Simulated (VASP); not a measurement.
## KCl (Sylvite): single point with r2SCAN

KCl (Sylvite):

```xyz
2
Lattice="0.0000 2.9684 2.9684 2.9684 0.0000 2.9684 2.9684 2.9684 0.0000" Properties=species:S:1:pos:R:3 pbc="T T T"
K     0.0000    0.0000    0.0000
Cl    2.9684    2.9684    2.9684
```

This cell differs from its parent crystal: volume scaled by 0.840.

```yaml
Program: VASP 6.6.1
Task: single point
Functional: r2SCAN
Potentials_or_basis: VASP PAW PBE potentials, release 64 (K_sv, Cl)
Cutoff: 520 eV
k_mesh: 6 × 6 × 6
Occupations: gaussian, width 0.05 eV
Spin: no spin polarisation
```

- Pressure: 5.2 GPa
- Band gap on the k mesh: 6.53 eV, direct

Levels at points of the mesh, in eV from the valence-band top:
```
           k point  band 6  band 7  band 8  band 9  band 10  band 11
(0.00, 0.00, 0.00)    0.00    0.00    0.00    6.53     9.04     9.04
(0.50, 0.00, 0.00)   -1.39   -0.49   -0.49    8.64     9.92    11.87
(0.50, 0.50, 0.00)   -0.77   -0.26   -0.26    6.80    10.07    11.39
```

It took 100 s on 1 thread of AMD EPYC 7R43 64-Core Processor (Zen 3), with other jobs on the host, peak memory 0.14 GiB.

Caveat: the PAW data sets were made with another functional, which shifts forces and pressure a little. A k mesh can miss the band edges.
